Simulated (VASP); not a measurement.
BaHfO3:

```
Ba Hf O
1.0
     4.08170   -0.02953    0.00468
    -0.02953    4.21516    0.00597
     0.00936    0.01194    8.54658
Ba Hf O
2 2 6
Direct
  0.50387 0.49158 0.24536
  0.49693 0.50278 0.74075
  0.99853 0.98241 0.00291
  0.99388 0.99742 0.49943
  0.00030 0.50182 0.99925
  0.01122 0.49209 0.49825
  0.49203 0.01491 0.00371
  0.51705 0.99893 0.50248
  0.00620 0.01041 0.24996
  0.98000 0.00765 0.75789
```

- Program: VASP 6.6.1
- Task: relaxation of cell and atoms
- Functional: PBE
- Potentials or basis: VASP PAW PBE potentials, release 64 (Ba_sv, Hf_pv, O)
- Cutoff: 600 eV
- k mesh: 4 × 4 × 2
- Occupations: gaussian, width 0.1 eV
- Spin: no spin polarisation

At the start: pressure 2.5 GPa; volume 14.70 Å³/atom.

Q: Where does the relaxation end?

A: Over 16 steps the energy falls by 34.1 meV/atom and the volume is 14.82 Å³/atom (+0.8 %); space group P1 (No. 1, to 0.1 Å) before, Pm-3m (No. 221, to 0.1 Å).

The path:
```csv
step,energy change (eV),largest force (eV/Å),pressure (GPa),volume (Å³)
1,0.0000,1.4696,2.46,147.04
2,-0.2472,0.4519,-3.45,151.79
3,-0.2624,0.4569,-2.48,150.74
4,-0.2993,0.3690,1.80,146.64
5,-0.3047,0.3312,0.62,147.70
6,-0.3225,0.1726,0.28,147.97
7,-0.3282,0.2101,-0.03,148.23
8,-0.3340,0.1144,-0.08,148.27
9,-0.3353,0.1616,-0.11,148.29
10,-0.3384,0.0718,0.14,148.05
11,-0.3385,0.0937,0.19,148.01
12,-0.3398,0.0552,-0.22,148.39
13,-0.3398,0.0550,-0.22,148.39
14,-0.3402,0.0496,0.16,148.03
15,-0.3403,0.0349,0.06,148.13
16,-0.3406,0.0248,0.01,148.17
```

Final structure:
```cif
data_structure
_symmetry_space_group_name_H-M 'P 1'
_symmetry_Int_Tables_number 1
_cell_length_a 4.1998
_cell_length_b 4.1997
_cell_length_c 8.4004
_cell_angle_alpha 90.001
_cell_angle_beta 90.001
_cell_angle_gamma 89.984
_cell_volume 148.17
loop_
_atom_site_label
_atom_site_type_symbol
_atom_site_fract_x
_atom_site_fract_y
_atom_site_fract_z
_atom_site_occupancy
Ba1 Ba 0.49972 0.50021 0.24979 1
Ba2 Ba 0.50034 0.49950 0.74977 1
Hf1 Hf 0.99960 0.00003 0.99999 1
Hf2 Hf 0.00044 0.99936 0.50011 1
O1 O 0.99893 0.50031 0.00001 1
O2 O 0.00130 0.49972 0.50013 1
O3 O 0.49948 0.00110 0.00006 1
O4 O 0.50049 0.99928 0.50017 1
O5 O 0.99909 0.00017 0.24999 1
O6 O 0.00060 0.00032 0.74998 1
```
